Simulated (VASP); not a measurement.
Write the native input for VASP 6.6.1 that does the following.

| Quantity | Value |
| --- | --- |
| Task | single point |
| Functional | PBEsol |
| Potentials or basis | VASP PAW PBE potentials, release 64 (Pt) |
| Cutoff | 500 eV |
| k mesh | 15 × 15 × 15 |
| Occupations | gaussian, width 0.1 eV |
| Spin | collinear spin, zero start |
| Starting moments | [0.0] μB |
| Dipole correction | no |
| Further INCAR settings | ALGO = Normal; EDIFF = 1e-06; NBANDS = 15 |

The structure of Pt lies in POSCAR:

```
Pt
1.0
    2.6728587958      0.0000000000      0.0000000000
   -1.3364293979      2.3147636179      0.0000000000
    1.3364293979      0.7715878726      2.3636501026
Pt
1
Direct
    0.0000000000      0.0000000000      0.0000000000
```

These files were run (other wordings do the same):

INCAR

```
  ALGO = Normal
  EDIFF = 1E-6
  ENCUT = 500
  GGA = PS
  GGA_COMPAT = False
  ISIF = 2
  ISMEAR = 0
  ISPIN = 2
  LASPH = True
  LCHARG = True
  LELF = True
  LMAXMIX = 4
  LORBIT = 11
  LREAL = False
  LVHAR = True
  LWAVE = False
  MAGMOM = 0
  NBANDS = 15
  NELM = 200
  PREC = Accurate
  SIGMA = 0.1
```

KPOINTS

```
k-points
0
Gamma
  15 15 15
```

Potentials or basis: VASP PAW PBE potentials, release 64 (Pt).

Run with:

```bash
$ cat potpaw_PBE.64/Pt/POTCAR > POTCAR
$ mpirun -np 1 vasp_std > vasp.out
```

It gave:

```
Pressure                                              : 10.4 GPa
Band gap on the k mesh                                : zero (filled and empty bands overlap)
Net moment                                            : 0.00 μB per cell
Valence electrons inside the program's atomic spheres : Pt 9.39
```

Caveat: the PAW data sets were made with another functional, which shifts forces and pressure a little; spin-orbit coupling is left out, which moves the levels of the heavy elements.

It took 76 s on 1 thread of Intel Xeon 6975P-C, on a shared host, peak memory 0.22 GiB.
